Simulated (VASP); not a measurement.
# C in VASP: single point with PBE

Aim: the single point of C with PBE.

Program: VASP 6.6.1. These are calculated values, not measurements. Logs are shortened: lines on timing, memory, paths and dates and some standing lists are left out, and cuts for length are marked.

### Step 1. The cell of the first run

The cell holds a slab with vacuum, 4 atoms: a = 2.526 Å, b = 2.526 Å, c = 18.679 Å, α = 90.00°, β = 90.00°, γ = 90.00°.

### Step 2. Single point, PBE

INCAR reads:

```
  PREC = Accurate
  ENCUT = 520
  EDIFF = 1E-7
  ISMEAR = -1
  SIGMA = 0.02
  LREAL = False
  LASPH = True
  NELM = 100
  ALGO = Normal
  ISIF = 2
  LWAVE = False
  LCHARG = True
  LDIPOL = True
  IDIPOL = 3
  DIPOL = 0.5 0.5 0.500
  GGA = PE
  LELF = True
  LVHAR = True
  LVACPOTAV = True
  NBANDS = 16
```

KPOINTS reads:

```
regular mesh
0
Gamma
  12 12 1
```

POSCAR reads:

```
C
1.0
    2.5255274270      0.0000000000      0.0000000000
    0.0000000000      2.5255274270      0.0000000000
    0.0000000000      0.0000000000     18.6787000000
C
4
Direct
    0.0000000000      0.2500000000      0.4282946256
    0.5000000000      0.2500000000      0.4760982085
    0.5000000000      0.7500000000      0.5239017915
    0.0000000000      0.7500000000      0.5717053744
```

Potentials or basis: VASP PAW PBE potentials, release 64 (C).

On the command line:

```sh
$ cat potpaw_PBE.64/C/POTCAR > POTCAR
$ mpirun -np 1 vasp_std > vasp.out
```

OUTCAR:

```text
PREC = Accurate
   ENCUT = 520
   EDIFF = 1E-7
   ISMEAR = -1
   LREAL = False
   LASPH = True
   NELM = 100
   ISIF = 2
   GGA = PE

 ion  position               nearest neighbor table
   1  0.000  0.250  0.428-   2 1.55   2 1.55
   2  0.500  0.250  0.476-   1 1.55   1 1.55   3 1.55   3 1.55
   3  0.500  0.750  0.524-   4 1.55   4 1.55   2 1.55   2 1.55
   4  0.000  0.750  0.572-   3 1.55   3 1.55

  LATTYP: Found a simple tetragonal cell.
 ALAT       =     2.5255274270
 C/A-ratio  =     7.3959600677

  Lattice vectors:

 A1 = (   2.5255274270,   0.0000000000,   0.0000000000)
 A2 = (   0.0000000000,   2.5255274270,   0.0000000000)
 A3 = (   0.0000000000,   0.0000000000,  18.6787000000)

Analysis of symmetry for initial positions (statically):
=====================================================================
 Subroutine PRICEL returns:
 Original cell was already a primitive cell.

 Routine SETGRP: Setting up the symmetry group for a
 simple tetragonal supercell.

 Subroutine GETGRP returns: Found  8 space group operations
 (whereof  4 operations were pure point group operations)
 out of a pool of 16 trial point group operations.

The static configuration has the point symmetry C_2h.
 The point group associated with its full space group is D_2h.

Analysis of symmetry for dynamics (positions and initial velocities):
=====================================================================
 Subroutine PRICEL returns:
 Original cell was already a primitive cell.

 Routine SETGRP: Setting up the symmetry group for a
 simple tetragonal supercell.

 Subroutine GETGRP returns: Found  8 space group operations
 (whereof  4 operations were pure point group operations)
 out of a pool of 16 trial point group operations.

The dynamic configuration has the point symmetry C_2h.
 The point group associated with its full space group is D_2h.

 Subroutine INISYM returns: Found  8 space group operations
 (whereof  4 operations are pure point group operations),
 and found     1 'primitive' translations

----------------------------------------------------------------------------------------

                                     Primitive cell

  volume of cell :     119.1381

  direct lattice vectors                    reciprocal lattice vectors
     2.525527427  0.000000000  0.000000000     0.395956896  0.000000000  0.000000000
     0.000000000  2.525527427  0.000000000     0.000000000  0.395956896  0.000000000
     0.000000000  0.000000000 18.678700000     0.000000000  0.000000000  0.053536916

  length of vectors
     2.525527427  2.525527427 18.678700000     0.395956896  0.395956896  0.053536916

  position of ions in fractional coordinates (direct lattice)
     0.000000000  0.250000000  0.428294626
     0.500000000  0.250000000  0.476098208
     0.500000000  0.750000000  0.523901792
     0.000000000  0.750000000  0.571705374

  ion indices of the primitive-cell ions
   primitive index   ion index
                 1           1
                 2           2
                 3           3
                 4           4

----------------------------------------------------------------------------------------

 KPOINTS: regular mesh

Automatic generation of k-mesh.
 Grid dimensions read from file:
 generate k-points for:   12   12    1

 Generating k-lattice:

  Cartesian coordinates                     Fractional coordinates (reciprocal lattice)
     0.032996408  0.000000000  0.000000000     0.083333333  0.000000000  0.000000000
     0.000000000  0.032996408  0.000000000     0.000000000  0.083333333  0.000000000
     0.000000000  0.000000000  0.053536916     0.000000000  0.000000000  1.000000000

  Length of vectors
     0.032996408  0.032996408  0.053536916

  Shift w.r.t. Gamma in fractional coordinates (k-lattice)
     0.000000000  0.000000000  0.000000000

 Subroutine IBZKPT returns following result:
 ===========================================

 Found     49 irreducible k-points:

 Following reciprocal coordinates:
            Coordinates               Weight
  0.000000  0.000000  0.000000      1.000000
  0.083333  0.000000  0.000000      2.000000
  0.000000  0.083333  0.000000      2.000000
  0.166667  0.000000  0.000000      2.000000
  0.000000  0.166667  0.000000      2.000000
  0.250000  0.000000  0.000000      2.000000
[... 16 lines left out ...]
  0.500000  0.083333  0.000000      2.000000
 -0.083333  0.500000  0.000000      2.000000
 [... further k-points ...]
   k-points           NKPTS =     49   k-points in BZ     NKDIM =     49   number of bands    NBANDS=     16
   number of dos      NEDOS =    301   number of ions     NIONS =      4
   total plane-waves  NPLWV =  56000
   dimension x,y,z NGX =    20 NGY =   20 NGZ =  140
   dimension x,y,z NGXF=    40 NGYF=   40 NGZF=  280
   ions per type =               4
   NGX,Y,Z   is equivalent  to a cutoff of  13.17, 13.17, 12.46 a.u.
   NGXF,Y,Z  is equivalent  to a cutoff of  26.33, 26.33, 24.92 a.u.
 SYSTEM =  unknown system
   PREC   = accura    normal or accurate (medium, high low for compatibility)
   ISTART =      0    job   : 0-new  1-cont  2-samecut
   ICHARG =      2    charge: 1-file 2-atom 10-const
   ISPIN  =      1    spin polarized calculation?
   LNONCOLLINEAR =      F non collinear calculations
   LSORBIT =      F    spin-orbit coupling
   LASPH  =      T    aspherical Exc in radial PAW
   ENCUT  =  520.0 eV  38.22 Ry    6.18 a.u.   4.70  4.70 34.73*2*pi/ulx,y,z
   NELM   =    100;   NELMIN=  2; NELMDL= -5     # of ELM steps
   EDIFF  = 0.1E-06   stopping-criterion for ELM
   LREAL  =      F    real-space projection
   EDIFFG = 0.1E-05   stopping-criterion for IOM
   NSW    =      0    number of steps for IOM
   IBRION =     -1    ionic relax: 0-MD 1-quasi-New 2-CG
   NFREE  =      0    steps in history (QN), initial steepest desc. (CG)
   ISIF   =      2    stress and relaxation
   ISYM   =      2    0-nonsym 1-usesym 2-fastsym
   POTIM  = 0.5000    time-step for ionic-motion
   TEBEG  =    0.0;   TEEND  =   0.0 temperature during run
   PSTRESS=    0.0 pullay stress
   NELECT =      16.0000    total number of electrons
   NUPDOWN=      -1.0000    fix difference up-down
   EMIN   =  10.00;   EMAX   =-10.00  energy-range for DOS
   EFERMI =   0.00;   METHOD = LEGACY
   ISMEAR =    -1;   SIGMA  =   0.02  broadening in eV -4-tet -1-fermi 0-gaus
   EFERMI_NEDOS =   21; number of points for ismear=-14 and -15
   IALGO  =     38    algorithm
   IMIX   =      4    mixing-type and parameters
     AMIX     =   0.40;   BMIX     =  1.00
     AMIX_MAG =   1.60;   BMIX_MAG =  1.00
  volume/ion in A,a.u.               =      29.78       201.00
  Fermi-wavevector in a.u.,A,eV,Ry     =   0.838361  1.584273  9.562850  0.702850
  Thomas-Fermi vector in A             =   1.952403
   LORBIT       =      0    0 simple, 1 ext, 2 COOP (PROOUT), +10 PAW based schemes
   GGA     = PE    functional components
   LHFCALC =     F    Hartree Fock is set to
   AEXX    =    0.0000 exact exchange contribution
   IVDW    =     0    specifies the selected vdW correction
   LEPSILON=     F    determine dielectric tensor
   LRPA    =     F    only Hartree local field effects (RPA)
 non-spin polarized calculation
  energy-cutoff  :      520.00
  volume of cell :      119.14
 maximum number of plane-waves:      3249
   NGX =  9   NGY =  9   NGZ = 69

 number of electron      16.0000001 magnetization

 dipolmoment           0.000000      0.000000     -0.000000 electrons x Angstroem

 Free energy of the ion-electron system (eV)
  ---------------------------------------------------
  ext. energy  EPLUGINS =         0.00000000
  ---------------------------------------------------
  free energy    TOTEN  =       -29.80404348 eV

  energy without entropy =      -29.80098421  energy(sigma->0) =      -29.80251385

 E-fermi :  -4.0017     XC(G=0):  -3.7138

 val. band max:       -4.0033535989   @ k =   0.1667   0.0833   0.0000
 cond. band min:      -3.9871152536   @ k =  -0.3333   0.5000   0.0000
 fundamental gap:      0.0162383453
 Fermi energy:        -4.0017271659

 k-point     1 :       0.0000    0.0000    0.0000
  band No.  band energies     occupation
      1     -23.4901      2.00000
      2     -18.4973      2.00000
      3     -12.2027      2.00000
      4      -8.6697      2.00000
      5      -8.4717      2.00000
      6      -6.0014      2.00000
[... 8 lines left out ...]
     15       3.9751      0.00000
     16       4.6860      0.00000

 k-point     2 :       0.0833    0.0000    0.0000
  band No.  band energies     occupation
      1     -23.3664      2.00000
      2     -18.3767      2.00000
      3     -12.2021      2.00000
      4      -9.2841      2.00000
      5      -8.3876      2.00000
      6      -6.0607      2.00000
[... 8 lines left out ...]
     15       3.9678      0.00000
     16       4.8789      0.00000

 k-point     3 :       0.0000    0.0833    0.0000
  band No.  band energies     occupation
      1     -23.3671      2.00000
      2     -18.4110      2.00000
      3     -12.1411      2.00000
      4      -9.1816      2.00000
      5      -8.5822      2.00000
      6      -5.8239      2.00000
[... 8 lines left out ...]
     15       4.1333      0.00000
     16       4.7508      0.00000

 k-point     4 :       0.1667    0.0000    0.0000
  band No.  band energies     occupation
      1     -22.9972      2.00000
      2     -18.0153      2.00000
      3     -12.4910      2.00000
      4     -10.3092      2.00000
      5      -8.1463      2.00000
      6      -7.5263      2.00000
[... 8 lines left out ...]
     15       4.7605      0.00000
     16       5.5867      0.00000
[... 324 lines left out ...]
 k-point    22 :      -0.0833    0.4167    0.0000
  band No.  band energies     occupation
      1     -20.4262      2.00000
      2     -18.2299      2.00000
      3     -13.7324      2.00000
      4     -12.4782      2.00000
      5      -7.4691      2.00000
      6      -6.4944      2.00000
[... 8 lines left out ...]
     15       6.5948      0.00000
     16       7.2920      0.00000

 k-point    23 :       0.5000    0.0833    0.0000
  band No.  band energies     occupation
      1     -19.8720      2.00000
      2     -17.6659      2.00000
      3     -14.1734      2.00000
      4     -14.1569      2.00000
      5      -8.9104      2.00000
      6      -7.4424      2.00000
[... 8 lines left out ...]
     15       6.8261      0.00000
     16       8.2370      0.00000

 k-point    24 :      -0.0833    0.5000    0.0000
  band No.  band energies     occupation
      1     -19.2871      2.00000
      2     -19.2871      2.00000
      3     -13.2206      2.00000
      4     -13.2206      2.00000
      5      -6.9099      2.00000
      6      -6.9099      2.00000
[... 8 lines left out ...]
     15       7.8160      0.00000
     16       7.8160      0.00000

 [... further k-points ...]
[... 5 lines left out ...]
  --------------------------------------------------------------------------------------
  -------------------------------------------------------------------------------------
  Total       -2.7726599     -4.6959703     -4.1443219      0.0000000      0.0000000      0.0000000
  in kB      -37.2869076    -63.1517076    -55.7331045      0.0000000      0.0000000      0.0000000
  external PRESSURE =     -52.0572399 kB  Pullay stress =       0.0000000 kB

 VOLUME and BASIS-vectors are now :
 -----------------------------------------------------------------------------
  energy-cutoff  :      520.00
  volume of cell :      119.14
      direct lattice vectors                 reciprocal lattice vectors
     2.525527427  0.000000000  0.000000000     0.395956896  0.000000000  0.000000000
     0.000000000  2.525527427  0.000000000     0.000000000  0.395956896  0.000000000
     0.000000000  0.000000000 18.678700000     0.000000000  0.000000000  0.053536916

 POSITION                                       TOTAL-FORCE (eV/Angst)
 -----------------------------------------------------------------------------------
      0.00000      0.63138      7.99999        -0.000000     -0.000000      2.627057
      1.26276      0.63138      8.89290        -0.000000      0.000000     -3.269521
      1.26276      1.89415      9.78580         0.000000     -0.000000      3.269521
      0.00000      1.89415     10.67871        -0.000000     -0.000000     -2.627057
 -----------------------------------------------------------------------------------
    total drift:                                0.000000      0.000000     -0.000000

  FREE ENERGIE OF THE ION-ELECTRON SYSTEM (eV)
  ---------------------------------------------------
  free  energy   TOTEN  =       -29.8040434780 eV

  energy  without entropy=      -29.8009842142  energy(sigma->0) =      -29.80251385

 vacuum level on the upper side and lower side of the slab         3.256         3.256
```

Wall time 76 s (1 thread of AMD EPYC 9R45 (Zen 5), shared host); peak memory 0.21 GiB.

What came out:

```
Free energy            : -29.8040 eV
Largest force          : 3.270 eV/Å
Band gap on the k mesh : zero (band 8 reaches -3.67 eV, above the bottom of band 9 at -4.45 eV)
```

Forces on the atoms (eV/Å):
```
C    0.000  0.000  2.627
C    0.000  0.000 -3.270
C    0.000  0.000  3.270
C    0.000  0.000 -2.627
```

Levels at points of the mesh, in eV from the Fermi level:
```tsv
k point	band 6	band 7	band 8	band 9	band 10	band 11
(0.00, 0.00, 0.00)	-2.00	-1.33	0.26	2.22	5.23	5.72
(0.50, 0.00, 0.00)	-2.89	-2.59	-0.46	3.94	4.53	8.27
(0.00, 0.50, 0.00)	-2.33	-1.90	-1.90	1.05	1.05	9.32
(0.50, 0.50, 0.00)	-6.57	-2.05	-2.05	0.29	0.29	8.09
```
